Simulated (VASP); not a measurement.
Here is a VASP 6.6.1 calculation.

The input INCAR:

```
SYSTEM = Ag
PREC = Accurate ; ENCUT = 520
EDIFF = 1E-7 ; ISMEAR = -1
SIGMA = 0.1 ; LREAL = .False.
LASPH = .True. ; NELM = 80
ALGO = Normal ; ISIF = 2
LWAVE = .False. ; LCHARG = .False.
LDIPOL = .True. ; IDIPOL = 3
DIPOL = 0.5 0.5 0.500 ; GGA = PE
NBANDS = 42
```

KPOINTS

```
regular mesh
0
Gamma
  12 12 1
  0 0 0
```

The input POSCAR:

```
Ag
1.0
    2.9330648187      0.0000000000      0.0000000000
    0.0000000000      2.9330648187      0.0000000000
    0.0000000000      0.0000000000     26.3700000000
Ag
6
Direct
    0.2500000000      0.2500000000      0.3033759933
    0.7500000000      0.7500000000      0.3820255960
    0.2500000000      0.2500000000      0.4606751987
    0.7500000000      0.7500000000      0.5393248013
    0.2500000000      0.2500000000      0.6179744040
    0.7500000000      0.7500000000      0.6966240067
```

Potentials or basis: VASP PAW PBE potentials, release 64 (Ag).

Run with:

```bash
$ cat potpaw_PBE.64/Ag/POTCAR > POTCAR
$ mpirun -np 1 vasp_std > vasp.out
```

What does it give for the largest force?

0.116 eV/Å.

Predict the band gap on the k mesh.

zero (bands 33 and 34 overlap by 6.05 eV).

Forces on the atoms (eV/Å):
```
Ag   0.000  0.000  0.116
Ag   0.000  0.000 -0.107
Ag   0.000  0.000 -0.002
Ag   0.000  0.000  0.002
Ag   0.000  0.000  0.107
Ag   0.000  0.000 -0.116
```
